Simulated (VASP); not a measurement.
# Li2CaO2 (P-3m1) in VASP: a series of runs

Li2CaO2 is run at these levels: HSE06, PBE; tasks: single point.

All numbers are computed with VASP 6.6.1; they aren't measurements. Logs are shortened: lines on timing, memory, paths and dates and some standing lists are left out, and cuts for length are marked.

### 1 The cell of the first run

It takes space group P-3m1 (No. 164, trigonal). Conventional cell: a = 3.360 Å, b = 3.360 Å, c = 5.472 Å, α = 90.00°, β = 90.00°, γ = 120.00°. Li (site symmetry 3m) has 4 O at 1.97 to 2.06 Å and 3 Li at 2.32 Å within 2.6 Å. Within 3.2 Å of Ca (site symmetry -3m) lie 6 O at 2.39 Å and 6 Li at 2.86 Å. O (site symmetry 3m) has 4 Li at 1.97 to 2.06 Å and 3 Ca at 2.39 Å within 2.6 Å.

### 2 Single point, HSE06

The input, POSCAR:

```
Li2CaO2
1.0
    3.3597039113      0.0000000000      0.0000000000
   -1.6798519557      2.9095889364      0.0000000000
    0.0000000000      0.0000000000      5.4717747976
Li Ca O
2 1 2
Direct
    0.3333333333      0.6666666667      0.8839502270
    0.6666666667      0.3333333333      0.1160497730
    0.0000000000      0.0000000000      0.5000000000
    0.3333333333      0.6666666667      0.2437330843
    0.6666666667      0.3333333333      0.7562669157
```

The input, INCAR.step1:

```
  PREC = Accurate
  ENCUT = 520
  EDIFF = 1E-5
  ISMEAR = 0
  SIGMA = 0.02
  LREAL = F
  LASPH = T
  NELM = 60
  ALGO = Normal
  ISIF = 2
  LWAVE = T
  NBANDS = 22
  GGA = PE
  KPAR = 2
```

The input, INCAR.step2:

```
  PREC = Accurate
  ENCUT = 520
  EDIFF = 1E-6
  ISMEAR = 0
  SIGMA = 0.02
  LREAL = F
  LASPH = T
  NELM = 60
  ALGO = Normal
  ISIF = 2
  LWAVE = F
  LCHARG = T
  GGA = PE
  LHFCALC = T
  HFSCREEN = 0.2079
  PRECFOCK = Fast
  LVHAR = T
  NBANDS = 22
  ISTART = 1
  KPAR = 2
```

The input, KPOINTS:

```
regular mesh
0
Gamma
  6 6 4
```

Potentials or basis: VASP PAW PBE potentials, release 64 (Li_sv, Ca_sv, O).

Launch:

```
cat potpaw_PBE.64/Li_sv/POTCAR potpaw_PBE.64/Ca_sv/POTCAR potpaw_PBE.64/O/POTCAR > POTCAR
cp INCAR.step1 INCAR
mpirun -np 2 vasp_std > vasp.out
cp INCAR.step2 INCAR
mpirun -np 2 vasp_std > vasp.out
```

OUTCAR:

```text
PREC = Accurate
   ENCUT = 520
   EDIFF = 1E-6
   ISMEAR = 0
   LREAL = F
   LASPH = T
   NELM = 60
   ISIF = 2
   GGA = PE
   LHFCALC = T
   HFSCREEN = 0.2079
   PRECFOCK = Fast
   ISTART = 1

 ion  position               nearest neighbor table
   1  0.333  0.667  0.884-   4 1.97   5 2.06   5 2.06   5 2.06   2 2.32   2 2.32   2 2.32   3 2.86
                             3 2.86   3 2.86
   2  0.667  0.333  0.116-   5 1.97   4 2.06   4 2.06   4 2.06   1 2.32   1 2.32   1 2.32   3 2.86
                             3 2.86   3 2.86
   3  0.000  0.000  0.500-   4 2.39   5 2.39   5 2.39   4 2.39   5 2.39   4 2.39   1 2.86   2 2.86
                             1 2.86   2 2.86   2 2.86   1 2.86
   4  0.333  0.667  0.244-   1 1.97   2 2.06   2 2.06   2 2.06   3 2.39   3 2.39   3 2.39
   5  0.667  0.333  0.756-   2 1.97   1 2.06   1 2.06   1 2.06   3 2.39   3 2.39   3 2.39

  LATTYP: Found a hexagonal cell.
 ALAT       =     3.3597039113
 C/A-ratio  =     1.6286479232

  Lattice vectors:

 A1 = (   3.3597039113,   0.0000000000,   0.0000000000)
 A2 = (  -1.6798519557,   2.9095889364,   0.0000000000)
 A3 = (   0.0000000000,   0.0000000000,   5.4717747976)

Analysis of symmetry for initial positions (statically):
=====================================================================
 Subroutine PRICEL returns:
 Original cell was already a primitive cell.

 Routine SETGRP: Setting up the symmetry group for a
 hexagonal supercell.

 Subroutine GETGRP returns: Found 12 space group operations
 (whereof 12 operations were pure point group operations)
 out of a pool of 24 trial point group operations.

The static configuration has the point symmetry D_3d.

Analysis of symmetry for dynamics (positions and initial velocities):
=====================================================================
 Subroutine PRICEL returns:
 Original cell was already a primitive cell.

 Routine SETGRP: Setting up the symmetry group for a
 hexagonal supercell.

 Subroutine GETGRP returns: Found 12 space group operations
 (whereof 12 operations were pure point group operations)
 out of a pool of 24 trial point group operations.

The dynamic configuration has the point symmetry D_3d.

 Subroutine INISYM returns: Found 12 space group operations
 (whereof 12 operations are pure point group operations),
 and found     1 'primitive' translations

----------------------------------------------------------------------------------------

                                     Primitive cell

  volume of cell :      53.4886

  direct lattice vectors                    reciprocal lattice vectors
     3.359703911  0.000000000  0.000000000     0.297645277  0.171845581  0.000000000
    -1.679851956  2.909588936  0.000000000     0.000000000  0.343691161  0.000000000
     0.000000000  0.000000000  5.471774798     0.000000000  0.000000000  0.182756059

  length of vectors
     3.359703911  3.359703911  5.471774798     0.343691161  0.343691161  0.182756059

  position of ions in fractional coordinates (direct lattice)
     0.333333333  0.666666667  0.883950227
     0.666666667  0.333333333  0.116049773
     0.000000000  0.000000000  0.500000000
     0.333333333  0.666666667  0.243733084
     0.666666667  0.333333333  0.756266916

  ion indices of the primitive-cell ions
   primitive index   ion index
                 1           1
                 2           2
                 3           3
                 4           4
                 5           5

----------------------------------------------------------------------------------------

 KPOINTS: regular mesh

Automatic generation of k-mesh.
 Grid dimensions read from file:
 generate k-points for:    6    6    4

 Generating k-lattice:

  Cartesian coordinates                     Fractional coordinates (reciprocal lattice)
     0.049607546  0.028640930  0.000000000     0.166666667 -0.000000000  0.000000000
     0.000000000  0.057281860  0.000000000     0.000000000  0.166666667  0.000000000
     0.000000000  0.000000000  0.045689015     0.000000000  0.000000000  0.250000000

  Length of vectors
     0.057281860  0.057281860  0.045689015

  Shift w.r.t. Gamma in fractional coordinates (k-lattice)
     0.000000000  0.000000000  0.000000000

 Subroutine IBZKPT returns following result:
 ===========================================

 Found     24 irreducible k-points:

 Following reciprocal coordinates:
            Coordinates               Weight
  0.000000  0.000000  0.000000      1.000000
  0.166667  0.000000  0.000000      6.000000
  0.333333 -0.000000  0.000000      6.000000
  0.500000  0.000000  0.000000      3.000000
  0.166667  0.166667  0.000000      6.000000
  0.333333  0.166667  0.000000     12.000000
[... 16 lines left out ...]
  0.333333  0.166667  0.500000     12.000000
  0.333333  0.333333  0.500000      2.000000
   k-points           NKPTS =     24   k-points in BZ     NKDIM =    144   number of bands    NBANDS=     22
   number of dos      NEDOS =    301   number of ions     NIONS =      5
   total plane-waves  NPLWV =  32928
   dimension x,y,z NGX =    28 NGY =   28 NGZ =   42
   dimension x,y,z NGXF=    56 NGYF=   56 NGZF=   84
   ions per type =               2   1   2
   NGX,Y,Z   is equivalent  to a cutoff of  13.86, 13.86, 12.76 a.u.
   NGXF,Y,Z  is equivalent  to a cutoff of  27.71, 27.71, 25.52 a.u.
 SYSTEM =  unknown system
   PREC   = accura    normal or accurate (medium, high low for compatibility)
   ISTART =      1    job   : 0-new  1-cont  2-samecut
   ICHARG =      0    charge: 1-file 2-atom 10-const
   ISPIN  =      1    spin polarized calculation?
   LNONCOLLINEAR =      F non collinear calculations
   LSORBIT =      F    spin-orbit coupling
   LASPH  =      T    aspherical Exc in radial PAW
   ENCUT  =  520.0 eV  38.22 Ry    6.18 a.u.   6.25  6.25 10.17*2*pi/ulx,y,z
   NELM   =     60;   NELMIN=  2; NELMDL=  0     # of ELM steps
   EDIFF  = 0.1E-05   stopping-criterion for ELM
   LREAL  =      F    real-space projection
   EDIFFG = 0.1E-04   stopping-criterion for IOM
   NSW    =      0    number of steps for IOM
   IBRION =     -1    ionic relax: 0-MD 1-quasi-New 2-CG
   NFREE  =      0    steps in history (QN), initial steepest desc. (CG)
   ISIF   =      2    stress and relaxation
   ISYM   =      3    0-nonsym 1-usesym 2-fastsym
   POTIM  = 0.5000    time-step for ionic-motion
   TEBEG  =    0.0;   TEEND  =   0.0 temperature during run
   PSTRESS=    0.0 pullay stress
   NELECT =      28.0000    total number of electrons
   NUPDOWN=      -1.0000    fix difference up-down
   EMIN   =  10.00;   EMAX   =-10.00  energy-range for DOS
   EFERMI =   0.00;   METHOD = LEGACY
   ISMEAR =     0;   SIGMA  =   0.02  broadening in eV -4-tet -1-fermi 0-gaus
   EFERMI_NEDOS =   21; number of points for ismear=-14 and -15
   IALGO  =     38    algorithm
   IMIX   =      1    mixing-type and parameters
     AMIX     =   0.40;   BMIX     =  1.00
     AMIX_MAG =   1.60;   BMIX_MAG =  1.00
  volume/ion in A,a.u.               =      10.70        72.19
  Fermi-wavevector in a.u.,A,eV,Ry     =   1.319392  2.493290 23.684962  1.740796
  Thomas-Fermi vector in A             =   2.449294
   LORBIT       =      0    0 simple, 1 ext, 2 COOP (PROOUT), +10 PAW based schemes
   GGA     = PE    functional components
   LHFCALC =     T    Hartree Fock is set to
   PRECFOCK=fast      Normal, Fast or Accurate (Low or Medium for compatibility)
   ENCUT4O =  -1.0   cutoff for four orbital integrals eV
   NKREDX  =     1    reduce k-point grid by
   NKREDY  =     1    reduce k-point grid by
   NKREDZ  =     1    reduce k-point grid by
   AEXX    =    0.2500 exact exchange contribution
   HFSCREEN=    0.2079 screening length (either q_TF or 0.3 A-1)
   HFSCREENC=   0.2079 screening length for correlation (either q_TF or 0.3 A-1)
   ENCUTFOCK=  -1.0 apply spherical cutoff to Coloumb kernel
   IVDW    =     0    specifies the selected vdW correction
   LEPSILON=     F    determine dielectric tensor
   LRPA    =     F    only Hartree local field effects (RPA)
 non-spin polarized calculation
 Gauss-broadening in eV      SIGMA  =   0.02
  energy-cutoff  :      520.00
  volume of cell :       53.49
 maximum number of plane-waves:      1454
 NGX is ok and might be reduce to    28
  NGX = 14; NGY = 14; NGZ = 24

 number of electron      28.0000002 magnetization

 Free energy of the ion-electron system (eV)
  ---------------------------------------------------
  ext. energy  EPLUGINS =         0.00000000
  ---------------------------------------------------
  free energy    TOTEN  =       -31.43492049 eV

  energy without entropy =      -31.43492049  energy(sigma->0) =      -31.43492049

 E-fermi :   0.7807     XC(G=0):  -8.2594

 val. band max:        0.6412989596   @ k =   0.0000   0.0000   0.0000
 cond. band min:       6.9789171098   @ k =   0.5000   0.0000   0.0000
 fundamental gap:      6.3376181502
 Fermi energy:         0.7807059861

 k-point     1 :       0.0000    0.0000    0.0000
  band No.  band energies     occupation
      1     -45.0144      2.00000
      2     -44.8575      2.00000
      3     -39.4628      2.00000
      4     -19.5553      2.00000
      5     -18.8253      2.00000
      6     -18.8253      2.00000
[... 14 lines left out ...]
     21      11.3747      0.00000
     22      12.8855      0.00000

 k-point     2 :       0.1667    0.0000    0.0000
  band No.  band energies     occupation
      1     -45.0033      2.00000
      2     -44.8651      2.00000
      3     -39.4432      2.00000
      4     -19.4517      2.00000
      5     -19.0976      2.00000
      6     -18.8595      2.00000
[... 14 lines left out ...]
     21      12.4761      0.00000
     22      12.8324      0.00000

 k-point     3 :       0.3333   -0.0000    0.0000
  band No.  band energies     occupation
      1     -44.9758      2.00000
      2     -44.8855      2.00000
      3     -39.4039      2.00000
      4     -19.5757      2.00000
      5     -19.1824      2.00000
      6     -18.9269      2.00000
[... 14 lines left out ...]
     21      12.7447      0.00000
     22      14.1287      0.00000
[... 476 lines left out ...]
 k-point    23 :       0.3333    0.1667    0.5000
  band No.  band energies     occupation
      1     -44.9548      2.00000
      2     -44.9029      2.00000
      3     -39.3840      2.00000
      4     -19.6438      2.00000
      5     -19.1458      2.00000
      6     -19.0350      2.00000
[... 14 lines left out ...]
     21      12.9360      0.00000
     22      14.5812      0.00000

 k-point    24 :       0.3333    0.3333    0.5000
  band No.  band energies     occupation
      1     -44.9279      2.00000
      2     -44.9279      2.00000
      3     -39.3741      2.00000
      4     -19.4498      2.00000
      5     -19.4498      2.00000
      6     -19.0108      2.00000
[... 14 lines left out ...]
     21      14.0861      0.00000
     22      14.0861      0.00000

------------------------ aborting loop because EDIFF is reached ----------------------------------------

  FORCE on cell =-STRESS in cart. coord.  units (eV):
  Direction    XX          YY          ZZ          XY          YZ          ZX
  --------------------------------------------------------------------------------------
  -------------------------------------------------------------------------------------
  Total       -0.6983175     -0.6983175     -0.7659445      0.0000000      0.0000000      0.0000000
  in kB      -20.9171556    -20.9171556    -22.9428314      0.0000000      0.0000000      0.0000000
  external PRESSURE =     -21.5923808 kB  Pullay stress =       0.0000000 kB

 VOLUME and BASIS-vectors are now :
 -----------------------------------------------------------------------------
  energy-cutoff  :      520.00
  volume of cell :       53.49
      direct lattice vectors                 reciprocal lattice vectors
     3.359703911  0.000000000  0.000000000     0.297645277  0.171845581  0.000000000
    -1.679851956  2.909588936  0.000000000     0.000000000  0.343691161  0.000000000
     0.000000000  0.000000000  5.471774798     0.000000000  0.000000000  0.182756059

 POSITION                                       TOTAL-FORCE (eV/Angst)
 -----------------------------------------------------------------------------------
     -0.00000      1.93973      4.83678         0.000000     -0.000000      0.031528
      1.67985      0.96986      0.63500        -0.000000      0.000000     -0.031528
      0.00000      0.00000      2.73589         0.000000      0.000000      0.000000
     -0.00000      1.93973      1.33365         0.000000     -0.000000     -0.003767
      1.67985      0.96986      4.13812        -0.000000      0.000000      0.003767
 -----------------------------------------------------------------------------------
    total drift:                                0.000000     -0.000000      0.000000

  FREE ENERGIE OF THE ION-ELECTRON SYSTEM (eV)
  ---------------------------------------------------
  free  energy   TOTEN  =       -31.4349204938 eV

  energy  without entropy=      -31.4349204938  energy(sigma->0) =      -31.43492049
```

Wall time 18 min (2 MPI ranks of Intel Xeon Platinum 8259CL at 2.50GHz (Skylake/Cascade Lake), shared host); peak memory 0.3 GiB.

Results:

- Free energy: -31.4349 eV
- Largest force: 0.032 eV/Å
- Band gap on the k mesh: 6.34 eV (least direct gap 6.42 eV)

Forces in eV/Å, atoms in the order of the input:
```
Li   0.000  0.000  0.032
Li   0.000  0.000 -0.032
Ca   0.000  0.000  0.000
O    0.000  0.000 -0.004
O    0.000  0.000  0.004
```

Caveat: the cutoff is under 1.25 times the usual one of these potentials, so pressure, stress and relaxed cells hold a basis-set (Pulay) error; the PAW data sets were made with another functional, which shifts forces and pressure a little.

(Part 1 of 2 ends here.)
